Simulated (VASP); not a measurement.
# TaN (Fm-3m) in VASP: further runs

The runs below take TaN through single point, with r2SCAN.

Everything below comes from runs of VASP 6.6.1. Logs are shortened: lines on timing, memory, paths and dates and some standing lists are left out, and cuts for length are marked.

## 1. The cell of the first run

It takes space group Fm-3m (No. 225, cubic). The conventional cell has a = 4.358 Å, b = 4.358 Å, c = 4.358 Å, α = 90.00°, β = 90.00°, γ = 90.00°. Within 2.9 Å of Ta (site symmetry m-3m) lie 6 N at 2.18 Å. N (site symmetry m-3m) has 6 Ta at 2.18 Å within 2.9 Å.

## 2. Single point, r2SCAN

The input, POSCAR:

```
TaN
1.0
    0.0000000000      2.1790000000      2.1790000000
    2.1790000000      0.0000000000      2.1790000000
    2.1790000000      2.1790000000      0.0000000000
Ta N
1 1
Direct
    0.5000000000      0.5000000000      0.5000000000
    0.0000000000      0.0000000000      0.0000000000
```

The input, INCAR.step1:

```
ALGO = Normal
EDIFF = 1E-4
ENCUT = 520
GGA = PE
ISMEAR = 0
LASPH = T
LCHARG = F
LREAL = F
LWAVE = T
NBANDS = 15
NELM = 80
PREC = Accurate
SIGMA = 0.15
```

The input, INCAR.step2:

```
ALGO = Normal
EDIFF = 1E-7
ENCUT = 520
ISIF = 2
ISMEAR = 0
ISTART = 1
LASPH = T
LCHARG = F
LMIXTAU = T
LREAL = F
LWAVE = F
METAGGA = R2SCAN
NBANDS = 15
NELM = 80
PREC = Accurate
SIGMA = 0.15
```

The input, KPOINTS:

```
k-points
0
Gamma
  18 18 18
```

Potentials or basis: VASP PAW PBE potentials, release 64 (Ta_pv, N).

On the command line:

```console
cat potpaw_PBE.64/Ta_pv/POTCAR potpaw_PBE.64/N/POTCAR > POTCAR
cp INCAR.step1 INCAR
mpirun -np 1 vasp_std > vasp.out
cp INCAR.step2 INCAR
mpirun -np 1 vasp_std > vasp.out
```

OUTCAR:

```text
EDIFF = 1E-7
   ENCUT = 520
   ISIF = 2
   ISMEAR = 0
   ISTART = 1
   LASPH = T
   LREAL = F
   METAGGA = R2SCAN
   NELM = 80
   PREC = Accurate

 ion  position               nearest neighbor table
   1  0.500  0.500  0.500-   2 2.18   2 2.18   2 2.18   2 2.18   2 2.18   2 2.18
   2  0.000  0.000  0.000-   1 2.18   1 2.18   1 2.18   1 2.18   1 2.18   1 2.18

  LATTYP: Found a face centered cubic cell.
 ALAT       =     4.3580000000

  Lattice vectors:

 A1 = (   0.0000000000,   2.1790000000,   2.1790000000)
 A2 = (   2.1790000000,   0.0000000000,   2.1790000000)
 A3 = (   2.1790000000,   2.1790000000,   0.0000000000)

Analysis of symmetry for initial positions (statically):
=====================================================================
 Subroutine PRICEL returns:
 Original cell was already a primitive cell.

 Routine SETGRP: Setting up the symmetry group for a
 face centered cubic supercell.

 Subroutine GETGRP returns: Found 48 space group operations
 (whereof 48 operations were pure point group operations)
 out of a pool of 48 trial point group operations.

The static configuration has the point symmetry O_h .

Analysis of symmetry for dynamics (positions and initial velocities):
=====================================================================
 Subroutine PRICEL returns:
 Original cell was already a primitive cell.

 Routine SETGRP: Setting up the symmetry group for a
 face centered cubic supercell.

 Subroutine GETGRP returns: Found 48 space group operations
 (whereof 48 operations were pure point group operations)
 out of a pool of 48 trial point group operations.

The dynamic configuration has the point symmetry O_h .

 Subroutine INISYM returns: Found 48 space group operations
 (whereof 48 operations are pure point group operations),
 and found     1 'primitive' translations

----------------------------------------------------------------------------------------

                                     Primitive cell

  volume of cell :      20.6920

  direct lattice vectors                    reciprocal lattice vectors
     0.000000000  2.179000000  2.179000000    -0.229463056  0.229463056  0.229463056
     2.179000000  0.000000000  2.179000000     0.229463056 -0.229463056  0.229463056
     2.179000000  2.179000000  0.000000000     0.229463056  0.229463056 -0.229463056

  length of vectors
     3.081571352  3.081571352  3.081571352     0.397441672  0.397441672  0.397441672

  position of ions in fractional coordinates (direct lattice)
     0.500000000  0.500000000  0.500000000
     0.000000000  0.000000000  0.000000000

  ion indices of the primitive-cell ions
   primitive index   ion index
[... 81 lines left out ...]
   ISYM   =      2    0-nonsym 1-usesym 2-fastsym
   POTIM  = 0.5000    time-step for ionic-motion
   TEBEG  =    0.0;   TEEND  =   0.0 temperature during run
   PSTRESS=    0.0 pullay stress
   NELECT =      16.0000    total number of electrons
   NUPDOWN=      -1.0000    fix difference up-down
   EMIN   =  10.00;   EMAX   =-10.00  energy-range for DOS
   EFERMI =   0.00;   METHOD = LEGACY
   ISMEAR =     0;   SIGMA  =   0.15  broadening in eV -4-tet -1-fermi 0-gaus
   EFERMI_NEDOS =   21; number of points for ismear=-14 and -15
   IALGO  =     38    algorithm
   IMIX   =      4    mixing-type and parameters
     AMIX     =   0.40;   BMIX     =  1.00
     AMIX_MAG =   1.60;   BMIX_MAG =  1.00
  volume/ion in A,a.u.               =      10.35        69.82
  Fermi-wavevector in a.u.,A,eV,Ry     =   1.502615  2.839530 30.719922  2.257851
  Thomas-Fermi vector in A             =   2.613832
   LORBIT       =      0    0 simple, 1 ext, 2 COOP (PROOUT), +10 PAW based schemes
   METAGGA = R2SCAN    functional components
   LHFCALC =     F    Hartree Fock is set to
   AEXX    =    0.0000 exact exchange contribution
   IVDW    =     0    specifies the selected vdW correction
   LEPSILON=     F    determine dielectric tensor
   LRPA    =     F    only Hartree local field effects (RPA)
 non-spin polarized calculation
 Gauss-broadening in eV      SIGMA  =   0.15
  energy-cutoff  :      520.00
  volume of cell :       20.69
 maximum number of plane-waves:       568
   NGX = 11   NGY = 11   NGZ = 11

 number of electron      16.0000000 magnetization

 Free energy of the ion-electron system (eV)
  ---------------------------------------------------
  ext. energy  EPLUGINS =         0.00000000
  ---------------------------------------------------
  free energy    TOTEN  =       -59.60666605 eV

  energy without entropy =      -59.59763615  energy(sigma->0) =      -59.60215110

 E-fermi :   9.9413     XC(G=0): -14.6305

 val. band max:        9.9389545953   @ k =  -0.2778   0.3333   0.1111
 cond. band min:       9.9638771524   @ k =   0.2222   0.1667   0.0556
 fundamental gap:      0.0249225571
 Fermi energy:         9.9413001609

 k-point     1 :       0.0000    0.0000    0.0000
  band No.  band energies     occupation
      1     -27.1699      2.00000
      2     -27.1699      2.00000
      3     -27.1699      2.00000
      4     -10.3223      2.00000
      5       5.6955      2.00000
      6       5.6955      2.00000
      7       5.6955      2.00000
      8       7.6805      2.00000
      9       7.6805      2.00000
     10       7.6805      2.00000
     11      10.0595      0.26496
     12      10.0595      0.26495
     13      11.9506      0.00000
     14      19.5533      0.00000
[... 401 lines left out ...]
      2     -27.2460      2.00000
      3     -27.1999      2.00000
      4      -8.9658      2.00000
      5       1.7574      2.00000
      6       2.9850      2.00000
      7       3.4244      2.00000
      8       8.9311      2.00000
      9       9.0803      2.00000
     10      10.0734      0.21288
     11      13.0422      0.00000
     12      14.6442      0.00000
     13      15.1067      0.00000
     14      19.5526      0.00000
     15      23.1412      0.00000

 [... further k-points ...]
[... 5 lines left out ...]
  --------------------------------------------------------------------------------------
  -------------------------------------------------------------------------------------
  Total        1.5405480      1.5405480      1.5405480      0.0000000      0.0000000      0.0000000
  in kB      119.2845291    119.2845291    119.2845291      0.0000000      0.0000000      0.0000000
  external PRESSURE =     119.2845291 kB  Pullay stress =       0.0000000 kB

 VOLUME and BASIS-vectors are now :
 -----------------------------------------------------------------------------
  energy-cutoff  :      520.00
  volume of cell :       20.69
      direct lattice vectors                 reciprocal lattice vectors
     0.000000000  2.179000000  2.179000000    -0.229463056  0.229463056  0.229463056
     2.179000000  0.000000000  2.179000000     0.229463056 -0.229463056  0.229463056
     2.179000000  2.179000000  0.000000000     0.229463056  0.229463056 -0.229463056

 POSITION                                       TOTAL-FORCE (eV/Angst)
 -----------------------------------------------------------------------------------
      2.17900      2.17900      2.17900        -0.000000     -0.000000     -0.000000
      0.00000      0.00000      0.00000         0.000000      0.000000      0.000000
 -----------------------------------------------------------------------------------
    total drift:                                0.000000     -0.000000     -0.000000

  FREE ENERGIE OF THE ION-ELECTRON SYSTEM (eV)
  ---------------------------------------------------
  free  energy   TOTEN  =       -59.6066660478 eV

  energy  without entropy=      -59.5976361539  energy(sigma->0) =      -59.60215110
```

Run time: 60 s. Hardware: 1 thread of Intel Xeon 6975P-C (Granite Rapids), shared host; peak memory 0.19 GiB.

What came out:

| Item | Value |
| --- | --- |
| Free energy | -59.6067 eV |
| Pressure | 11.9 GPa |
| Band gap on the k mesh | zero (band 8 reaches 11.94 eV, above the bottom of band 9 at 7.68 eV) |

Caveat: the PAW data sets were made with another functional, which shifts forces and pressure a little; spin-orbit coupling is left out, which moves the levels of the heavy elements.

## 3. Single point, r2SCAN

POSCAR is that of step 2.

The input, INCAR.step1:

```
ALGO = Normal
EDIFF = 1E-5
ENCUT = 660
GGA = PE
GGA_COMPAT = F
ISMEAR = 0
LASPH = T
LCHARG = F
LREAL = F
LWAVE = T
NBANDS = 16
NELM = 120
PREC = Accurate
SIGMA = 0.15
```

The input, INCAR.step2:

```
ALGO = Normal
EDIFF = 1E-6
ENCUT = 660
GGA_COMPAT = F
ISIF = 2
ISMEAR = 0
ISTART = 1
LASPH = T
LCHARG = F
LMIXTAU = T
LREAL = F
LWAVE = F
METAGGA = R2SCAN
NBANDS = 16
NELM = 120
PREC = Accurate
SIGMA = 0.15
```

KPOINTS is that of step 2.

Potentials or basis: VASP PAW PBE potentials, release 64 (Ta_sv_GW, N).

On the command line:

```console
cat potpaw_PBE.64/Ta_sv_GW/POTCAR potpaw_PBE.64/N/POTCAR > POTCAR
cp INCAR.step1 INCAR
mpirun -np 1 vasp_std > vasp.out
cp INCAR.step2 INCAR
mpirun -np 1 vasp_std > vasp.out
```

OUTCAR:

```text
EDIFF = 1E-6
   ENCUT = 660
   ISIF = 2
   ISMEAR = 0
   ISTART = 1
   LASPH = T
   LREAL = F
   METAGGA = R2SCAN
   NELM = 120
   PREC = Accurate

 ion  position               nearest neighbor table
   1  0.500  0.500  0.500-   2 2.18   2 2.18   2 2.18   2 2.18   2 2.18   2 2.18
   2  0.000  0.000  0.000-   1 2.18   1 2.18   1 2.18   1 2.18   1 2.18   1 2.18

  LATTYP: Found a face centered cubic cell.
 ALAT       =     4.3580000000

  Lattice vectors:

 A1 = (   0.0000000000,   2.1790000000,   2.1790000000)
 A2 = (   2.1790000000,   0.0000000000,   2.1790000000)
 A3 = (   2.1790000000,   2.1790000000,   0.0000000000)

Analysis of symmetry for initial positions (statically):
=====================================================================
 Subroutine PRICEL returns:
 Original cell was already a primitive cell.

 Routine SETGRP: Setting up the symmetry group for a
 face centered cubic supercell.

 Subroutine GETGRP returns: Found 48 space group operations
 (whereof 48 operations were pure point group operations)
 out of a pool of 48 trial point group operations.

The static configuration has the point symmetry O_h .

Analysis of symmetry for dynamics (positions and initial velocities):
=====================================================================
 Subroutine PRICEL returns:
 Original cell was already a primitive cell.

 Routine SETGRP: Setting up the symmetry group for a
 face centered cubic supercell.

 Subroutine GETGRP returns: Found 48 space group operations
 (whereof 48 operations were pure point group operations)
 out of a pool of 48 trial point group operations.

The dynamic configuration has the point symmetry O_h .

 Subroutine INISYM returns: Found 48 space group operations
 (whereof 48 operations are pure point group operations),
 and found     1 'primitive' translations

----------------------------------------------------------------------------------------

                                     Primitive cell
[... 106 lines left out ...]
   ISMEAR =     0;   SIGMA  =   0.15  broadening in eV -4-tet -1-fermi 0-gaus
   EFERMI_NEDOS =   21; number of points for ismear=-14 and -15
   IALGO  =     38    algorithm
   IMIX   =      4    mixing-type and parameters
     AMIX     =   0.40;   BMIX     =  1.00
     AMIX_MAG =   1.60;   BMIX_MAG =  1.00
  volume/ion in A,a.u.               =      10.35        69.82
  Fermi-wavevector in a.u.,A,eV,Ry     =   1.562782  2.953230 33.229345  2.442288
  Thomas-Fermi vector in A             =   2.665650
   LORBIT       =      0    0 simple, 1 ext, 2 COOP (PROOUT), +10 PAW based schemes
   METAGGA = R2SCAN    functional components
   LHFCALC =     F    Hartree Fock is set to
   AEXX    =    0.0000 exact exchange contribution
   IVDW    =     0    specifies the selected vdW correction
   LEPSILON=     F    determine dielectric tensor
   LRPA    =     F    only Hartree local field effects (RPA)
 non-spin polarized calculation
 Gauss-broadening in eV      SIGMA  =   0.15
  energy-cutoff  :      660.00
  volume of cell :       20.69
 maximum number of plane-waves:       821
 NGX is ok and might be reduce to    28
   NGX = 13   NGY = 13   NGZ = 13

 number of electron      17.9999999 magnetization

 Free energy of the ion-electron system (eV)
  ---------------------------------------------------
  ext. energy  EPLUGINS =         0.00000000
  ---------------------------------------------------
  free energy    TOTEN  =       -62.19635369 eV

  energy without entropy =      -62.18730999  energy(sigma->0) =      -62.19183184

 E-fermi :  14.3138     XC(G=0): -14.9429

 val. band max:       14.3088189260   @ k =   0.3889   0.0556   0.0000
 cond. band min:      14.3466834716   @ k =   0.2222   0.1667   0.0556
 fundamental gap:      0.0378645456
 Fermi energy:        14.3137873412

 k-point     1 :       0.0000    0.0000    0.0000
  band No.  band energies     occupation
      1     -57.3164      2.00000
      2     -22.7857      2.00000
      3     -22.7857      2.00000
      4     -22.7857      2.00000
      5      -5.9282      2.00000
      6      10.0632      2.00000
[... 433 lines left out ...]
      3     -22.8615      2.00000
      4     -22.8156      2.00000
      5      -4.5823      2.00000
      6       6.1453      2.00000
[... 8 lines left out ...]
     15      27.2359      0.00000
     16      31.5042      0.00000

 [... further k-points ...]
[... 5 lines left out ...]
  --------------------------------------------------------------------------------------
  -------------------------------------------------------------------------------------
  Total        1.2640015      1.2640015      1.2640015      0.0000000      0.0000000      0.0000000
  in kB       97.8715518     97.8715518     97.8715518      0.0000000      0.0000000      0.0000000
  external PRESSURE =      97.8715518 kB  Pullay stress =       0.0000000 kB

 VOLUME and BASIS-vectors are now :
 -----------------------------------------------------------------------------
  energy-cutoff  :      660.00
  volume of cell :       20.69
      direct lattice vectors                 reciprocal lattice vectors
     0.000000000  2.179000000  2.179000000    -0.229463056  0.229463056  0.229463056
     2.179000000  0.000000000  2.179000000     0.229463056 -0.229463056  0.229463056
     2.179000000  2.179000000  0.000000000     0.229463056  0.229463056 -0.229463056

 POSITION                                       TOTAL-FORCE (eV/Angst)
 -----------------------------------------------------------------------------------
      2.17900      2.17900      2.17900         0.000000     -0.000000      0.000000
      0.00000      0.00000      0.00000        -0.000000      0.000000     -0.000000
 -----------------------------------------------------------------------------------
    total drift:                                0.000000      0.000000      0.000000

  FREE ENERGIE OF THE ION-ELECTRON SYSTEM (eV)
  ---------------------------------------------------
  free  energy   TOTEN  =       -62.1963536872 eV

  energy  without entropy=      -62.1873099897  energy(sigma->0) =      -62.19183184
```

It took 4.2 min on 1 thread of Intel Xeon Platinum 8375C at 2.90GHz (Ice Lake), shared host; peak memory 0.26 GiB.

Results:

```
Free energy            : -62.1964 eV
Pressure               : 9.8 GPa
Band gap on the k mesh : zero (band 9 reaches 16.32 eV, above the bottom of band 10 at 12.07 eV)
```

Caveat: the PAW data sets were made with another functional, which shifts forces and pressure a little; spin-orbit coupling is left out, which moves the levels of the heavy elements.
